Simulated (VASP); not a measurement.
Wanted: the native input for a VASP 6.6.1 run.

```yaml
Task: single point
Functional: PBE
Potentials_or_basis: VASP PAW PBE potentials, release 64 (Sn_d, C)
Cutoff: 520 eV
k_mesh: 4 × 4 × 4
Occupations: gaussian, width 0.1 eV
Spin: no spin polarisation
Dipole_correction: no
Further_INCAR_settings: ALGO = Normal; EDIFF = 1e-06; NBANDS = 41
```

The structure of Sn3C5 lies in POSCAR:

```
Sn3C5
1.0
   -2.9520009746      2.9520009746      2.9520009746
    2.9520009746     -2.9520009746      2.9520009746
    2.9520009746      2.9520009746     -2.9520009746
Sn C
3 5
Direct
    0.0000000000      0.5000000000      0.5000000000
    0.5000000000      0.5000000000      0.0000000000
    0.5000000000      0.0000000000      0.5000000000
    0.0000000000      0.0000000000      0.0000000000
    0.0000000000      0.0000000000      0.5000000000
    0.0000000000      0.5000000000      0.0000000000
    0.5000000000      0.0000000000      0.0000000000
    0.5000000000      0.5000000000      0.5000000000
```

One way to write it, as run:

INCAR

```
PREC = Accurate ; ENCUT = 520
EDIFF = 1E-6 ; ISMEAR = 0
SIGMA = 0.1 ; LREAL = False
LASPH = True ; NELM = 100
ALGO = Normal ; ISIF = 2
LWAVE = False ; LCHARG = False
GGA = PE ; NBANDS = 41
```

KPOINTS

```
regular mesh
0
Gamma
  4 4 4
```

Potentials or basis: VASP PAW PBE potentials, release 64 (Sn_d, C).

Run with:

```bash
$ cat potpaw_PBE.64/Sn_d/POTCAR potpaw_PBE.64/C/POTCAR > POTCAR
$ mpirun -np 1 vasp_std > vasp.out
```

It gave:

```
Pressure               : -0.1 GPa
Band gap on the k mesh : zero (band 31 reaches 9.90 eV, above the bottom of band 32 at 8.00 eV)
```

Caveat: the k points lie up to 0.38 Å⁻¹ apart; spin-orbit coupling is left out, which moves the levels of the heavy elements.

Run time: 20 s on 1 thread of Intel(R) Xeon(R) 6975P-C (Granite Rapids), on a shared host, peak memory 0.23 GiB.
